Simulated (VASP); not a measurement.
# B (Fm-3m) in VASP: further runs, part 2 of 2

VASP 6.6.1. Earlier steps stand in the parts before.

### 4 Single point, PBEsol

This run uses another cell than the first one, of 5.82 Å³/atom, 0.893 times its volume.

Contents of INCAR:

```
SYSTEM = B
ALGO = Normal
EDIFF = 1E-6
ENCUT = 520
GGA = PS
ISIF = 2
ISMEAR = -1
LASPH = .TRUE.
LCHARG = .FALSE.
LREAL = .FALSE.
LWAVE = .FALSE.
NBANDS = 8
NELM = 100
PREC = Accurate
SIGMA = 0.1
```

Contents of KPOINTS:

```
k-points
0
G
  31 31 31
  0 0 0
```

Contents of POSCAR:

```
B
1.0
    0.0000000000      1.4279508811      1.4279508811
    1.4279508811      0.0000000000      1.4279508811
    1.4279508811      1.4279508811      0.0000000000
B
1
Direct
    0.0000000000      0.0000000000      0.0000000000
```

Potentials or basis: VASP PAW PBE potentials, release 64 (B).

Command:

```sh
> cat potpaw_PBE.64/B/POTCAR > POTCAR
> mpirun -np 1 vasp_std > vasp.out
```

OUTCAR:

```text
SYSTEM = B
   EDIFF = 1E-6
   ENCUT = 520
   GGA = PS
   ISIF = 2
   ISMEAR = -1
   LASPH = .TRUE.
   LREAL = .FALSE.
   NELM = 100
   PREC = Accurate

 ion  position               nearest neighbor table
   1  0.000  0.000  0.000-

  LATTYP: Found a face centered cubic cell.
 ALAT       =     2.8559017622

  Lattice vectors:

 A1 = (   0.0000000000,   1.4279508811,   1.4279508811)
 A2 = (   1.4279508811,   0.0000000000,   1.4279508811)
 A3 = (   1.4279508811,   1.4279508811,   0.0000000000)

Analysis of symmetry for initial positions (statically):
=====================================================================
 Subroutine PRICEL returns:
 Original cell was already a primitive cell.

 Routine SETGRP: Setting up the symmetry group for a
 face centered cubic supercell.

 Subroutine GETGRP returns: Found 48 space group operations
 (whereof 48 operations were pure point group operations)
 out of a pool of 48 trial point group operations.

The static configuration has the point symmetry O_h .

Analysis of symmetry for dynamics (positions and initial velocities):
=====================================================================
 Subroutine PRICEL returns:
 Original cell was already a primitive cell.

 Routine SETGRP: Setting up the symmetry group for a
 face centered cubic supercell.

 Subroutine GETGRP returns: Found 48 space group operations
 (whereof 48 operations were pure point group operations)
 out of a pool of 48 trial point group operations.

The dynamic configuration has the point symmetry O_h .

 Subroutine INISYM returns: Found 48 space group operations
 (whereof 48 operations are pure point group operations),
 and found     1 'primitive' translations

----------------------------------------------------------------------------------------

                                     Primitive cell

  volume of cell :       5.8233

  direct lattice vectors                    reciprocal lattice vectors
     0.000000000  1.427950881  1.427950881    -0.350152100  0.350152100  0.350152100
     1.427950881  0.000000000  1.427950881     0.350152100 -0.350152100  0.350152100
     1.427950881  1.427950881  0.000000000     0.350152100  0.350152100 -0.350152100

  length of vectors
     2.019427502  2.019427502  2.019427502     0.606481228  0.606481228  0.606481228

  position of ions in fractional coordinates (direct lattice)
     0.000000000  0.000000000  0.000000000

  ion indices of the primitive-cell ions
   primitive index   ion index
                 1           1

----------------------------------------------------------------------------------------

 KPOINTS: k-points

Automatic generation of k-mesh.
 Grid dimensions read from file:
 generate k-points for:   31   31   31

 Generating k-lattice:

  Cartesian coordinates                     Fractional coordinates (reciprocal lattice)
    -0.011295229  0.011295229  0.011295229     0.032258065  0.000000000  0.000000000
     0.011295229 -0.011295229  0.011295229     0.000000000  0.032258065  0.000000000
     0.011295229  0.011295229 -0.011295229     0.000000000  0.000000000  0.032258065

  Length of vectors
     0.019563911  0.019563911  0.019563911

  Shift w.r.t. Gamma in fractional coordinates (k-lattice)
     0.000000000  0.000000000  0.000000000

 Subroutine IBZKPT returns following result:
 ===========================================

 Found    816 irreducible k-points:

 Following reciprocal coordinates:
            Coordinates               Weight
  0.000000  0.000000  0.000000      1.000000
  0.032258  0.000000  0.000000      8.000000
  0.064516  0.000000  0.000000      8.000000
  0.096774  0.000000  0.000000      8.000000
  0.129032  0.000000  0.000000      8.000000
  0.161290  0.000000  0.000000      8.000000
[... 16 lines left out ...]
  0.225806  0.032258  0.000000     24.000000
  0.258065  0.032258  0.000000     24.000000
 [... further k-points ...]
   k-points           NKPTS =    816   k-points in BZ     NKDIM =    816   number of bands    NBANDS=      8
   number of dos      NEDOS =    301   number of ions     NIONS =      1
   total plane-waves  NPLWV =   4096
   dimension x,y,z NGX =    16 NGY =   16 NGZ =   16
   dimension x,y,z NGXF=    32 NGYF=   32 NGZF=   32
   ions per type =               1
   NGX,Y,Z   is equivalent  to a cutoff of  13.17, 13.17, 13.17 a.u.
   NGXF,Y,Z  is equivalent  to a cutoff of  26.34, 26.34, 26.34 a.u.
 SYSTEM =  B
   PREC   = accura    normal or accurate (medium, high low for compatibility)
   ISTART =      0    job   : 0-new  1-cont  2-samecut
   ICHARG =      2    charge: 1-file 2-atom 10-const
   ISPIN  =      1    spin polarized calculation?
   LNONCOLLINEAR =      F non collinear calculations
   LSORBIT =      F    spin-orbit coupling
   LASPH  =      T    aspherical Exc in radial PAW
   ENCUT  =  520.0 eV  38.22 Ry    6.18 a.u.   3.75  3.75  3.75*2*pi/ulx,y,z
   NELM   =    100;   NELMIN=  2; NELMDL= -5     # of ELM steps
   EDIFF  = 0.1E-05   stopping-criterion for ELM
   LREAL  =      F    real-space projection
   EDIFFG = 0.1E-04   stopping-criterion for IOM
   NSW    =      0    number of steps for IOM
   IBRION =     -1    ionic relax: 0-MD 1-quasi-New 2-CG
   NFREE  =      0    steps in history (QN), initial steepest desc. (CG)
   ISIF   =      2    stress and relaxation
   ISYM   =      2    0-nonsym 1-usesym 2-fastsym
   POTIM  = 0.5000    time-step for ionic-motion
   TEBEG  =    0.0;   TEEND  =   0.0 temperature during run
   PSTRESS=    0.0 pullay stress
   NELECT =       3.0000    total number of electrons
   NUPDOWN=      -1.0000    fix difference up-down
   EMIN   =  10.00;   EMAX   =-10.00  energy-range for DOS
   EFERMI =   0.00;   METHOD = LEGACY
   ISMEAR =    -1;   SIGMA  =   0.10  broadening in eV -4-tet -1-fermi 0-gaus
   EFERMI_NEDOS =   21; number of points for ismear=-14 and -15
   IALGO  =     38    algorithm
   IMIX   =      4    mixing-type and parameters
     AMIX     =   0.40;   BMIX     =  1.00
     AMIX_MAG =   1.60;   BMIX_MAG =  1.00
  volume/ion in A,a.u.               =       5.82        39.30
  Fermi-wavevector in a.u.,A,eV,Ry     =   1.312377  2.480033 23.433773  1.722334
  Thomas-Fermi vector in A             =   2.442774
   LORBIT       =      0    0 simple, 1 ext, 2 COOP (PROOUT), +10 PAW based schemes
   GGA     = PS    functional components
   LHFCALC =     F    Hartree Fock is set to
   AEXX    =    0.0000 exact exchange contribution
   IVDW    =     0    specifies the selected vdW correction
   LEPSILON=     F    determine dielectric tensor
   LRPA    =     F    only Hartree local field effects (RPA)
 non-spin polarized calculation
  energy-cutoff  :      520.00
  volume of cell :        5.82
 maximum number of plane-waves:       169
   NGX =  7   NGY =  7   NGZ =  7

 number of electron       3.0000000 magnetization

 Free energy of the ion-electron system (eV)
  ---------------------------------------------------
  ext. energy  EPLUGINS =         0.00000000
  ---------------------------------------------------
  free energy    TOTEN  =        -5.75863942 eV

  energy without entropy =       -5.75186728  energy(sigma->0) =       -5.75525335

 E-fermi :  10.7069     XC(G=0): -13.0826

 val. band max:       10.6661028326   @ k =   0.3871   0.0645   0.0323
 cond. band min:      10.7077402341   @ k =  -0.4194   0.4839   0.0968
 fundamental gap:      0.0416374015
 Fermi energy:        10.7068733660

 k-point     1 :       0.0000    0.0000    0.0000
  band No.  band energies     occupation
      1      -8.6324      2.00000
      2      26.8575      0.00000
      3      26.8575      0.00000
      4      26.8575      0.00000
      5      43.3884      0.00000
      6      43.3884      0.00000
      7      43.3884      0.00000
      8      47.1313      0.00000
[... 243 lines left out ...]
 k-point    24 :       0.2581    0.0323    0.0000
  band No.  band energies     occupation
      1      -5.9163      2.00000
      2      16.7870      0.00000
      3      24.4660      0.00000
      4      25.4511      0.00000
      5      40.5568      0.00000
      6      42.9969      0.00000
      7      44.6843      0.00000
      8      47.3295      0.00000

 [... further k-points ...]

------------------------ aborting loop because EDIFF is reached ----------------------------------------

  FORCE on cell =-STRESS in cart. coord.  units (eV):
  Direction    XX          YY          ZZ          XY          YZ          ZX
  --------------------------------------------------------------------------------------
  -------------------------------------------------------------------------------------
  Total        0.0164740      0.0164740      0.0164740      0.0000000      0.0000000      0.0000000
  in kB        4.5325241      4.5325241      4.5325241      0.0000000      0.0000000      0.0000000
  external PRESSURE =       4.5325241 kB  Pullay stress =       0.0000000 kB

 VOLUME and BASIS-vectors are now :
 -----------------------------------------------------------------------------
  energy-cutoff  :      520.00
  volume of cell :        5.82
      direct lattice vectors                 reciprocal lattice vectors
     0.000000000  1.427950881  1.427950881    -0.350152100  0.350152100  0.350152100
     1.427950881  0.000000000  1.427950881     0.350152100 -0.350152100  0.350152100
     1.427950881  1.427950881  0.000000000     0.350152100  0.350152100 -0.350152100

 POSITION                                       TOTAL-FORCE (eV/Angst)
 -----------------------------------------------------------------------------------
      0.00000      0.00000      0.00000        -0.000000     -0.000000      0.000000
 -----------------------------------------------------------------------------------
    total drift:                               -0.000000     -0.000000     -0.000000

  FREE ENERGIE OF THE ION-ELECTRON SYSTEM (eV)
  ---------------------------------------------------
  free  energy   TOTEN  =        -5.7586394156 eV

  energy  without entropy=       -5.7518672808  energy(sigma->0) =       -5.75525335
```

stdout:

```text
POSCAR found type information on POSCAR B
 POSCAR found :  1 types and       1 ions
 scaLAPACK will be used
 -----------------------------------------------------------------------------
|                                                                             |
|                                                                             |
|     You enforced a specific xc type in the INCAR file but a different       |
|     I HOPE YOU KNOW WHAT YOU ARE DOING!                                     |
|                                                                             |
 -----------------------------------------------------------------------------

 LDA part: xc-table for (Slater+PW92), standard interpolation
 POSCAR, INCAR and KPOINTS ok, starting setup
 FFT: planning ... GRIDC
 FFT: planning ... GRID_SOFT
 FFT: planning ... GRID
 WAVECAR not read
 entering main loop
```

Run time: 14 s. Hardware: 1 thread of Intel Xeon Platinum 8488C (Sapphire Rapids), shared host; peak memory 0.14 GiB.

Results:

* Free energy: -5.7586 eV
* Pressure: 0.5 GPa

Levels at points of the mesh, in eV from the Fermi level:
```csv
k point,band 1,band 2,band 3,band 4,band 5
"(0.00, 0.00, 0.00)",-19.34,16.15,16.15,16.15,32.68
```

Caveat: the PAW data sets were made with another functional, which shifts forces and pressure a little.

### 5 Summary

```tsv
task	cell	k mesh	cutoff (eV)	gap on the mesh (eV)	pressure (GPa)
single point	a = 2.097 Å, angles 60.0°, 1 atom	21 × 21 × 21	520	none	-25.3
relaxation of cell and atoms	relaxed from a = 2.101 Å, angles 60.0°, 1 atom	18 × 18 × 18	600	none	0.1
single point	a = 2.019 Å, angles 60.0°, 1 atom	31 × 31 × 31	520	none	0.5
```

Alike in all rows: level PBEsol; potentials or basis VASP PAW PBE potentials, release 64 (B); no spin polarisation; smearing fermi-dirac 0.1 eV.

Caveats: the PAW data sets were made with another functional, which shifts forces and pressure a little.

Absolute energies hang on the potentials; compare differences alone.
